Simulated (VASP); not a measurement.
A run of VASP 6.6.1:

File INCAR:

```
PREC = Accurate
ENCUT = 520
EDIFF = 1E-6
ISMEAR = 0
SIGMA = 0.05
LREAL = Auto
LASPH = T
NELM = 80
ALGO = Normal
ISIF = 2
LWAVE = F
LCHARG = T
GGA = PS
LELF = T
LVHAR = T
NBANDS = 45
```

The input KPOINTS:

```
regular mesh
0
Gamma
  2 2 1
```

File POSCAR:

```
Al6GeH2N6
1.0
    5.4455680000      0.0000000000      0.0000000000
   -2.7227840000      5.2851960000      0.0000000000
    0.0000000000      0.0000000000     16.3239630000
Al N Ge H
6 6 1 2
Direct
    0.6666667279      0.0000000000      0.0612595728
    0.1920539624      0.5198028607      0.0930656973
    0.2614370222      0.0648876598      0.1260204400
    0.7065003026      0.5885620893      0.1701553109
    0.8133615324      0.1730480762      0.2347954354
    0.2822475133      0.7013758809      0.2529413966
    0.5565642752      0.6618749806      0.0783130297
    0.9980174999      0.1862439917      0.1242941435
    0.0938833672      0.7213511098      0.1564259243
    0.5316186049      0.2405876717      0.1997203743
    0.6611903441      0.7969842556      0.2607081994
   -0.0091663726      0.4603159467      0.3074758868
    0.7787361475      0.6159010943      0.3450692703
    0.9708500563      0.8364365295      0.4007357772
    0.5113028586      0.4276866932      0.3869551775
```

Potentials or basis: VASP PAW PBE potentials, release 64 (Al, N, Ge_d, H).

Command:

```bash
$ cat potpaw_PBE.64/Al/POTCAR potpaw_PBE.64/N/POTCAR potpaw_PBE.64/Ge_d/POTCAR potpaw_PBE.64/H/POTCAR > POTCAR
$ mpirun -np 1 vasp_std > vasp.out
```

Hardware: 1 thread of AMD EPYC 7R13, on a shared host.

Q: How long does it take, and how much memory?

A: It took 7.7 min on 1 thread of AMD EPYC 7R13 (shared host), peak memory 0.53 GiB. Counts: scf iterations 23, k points 4.
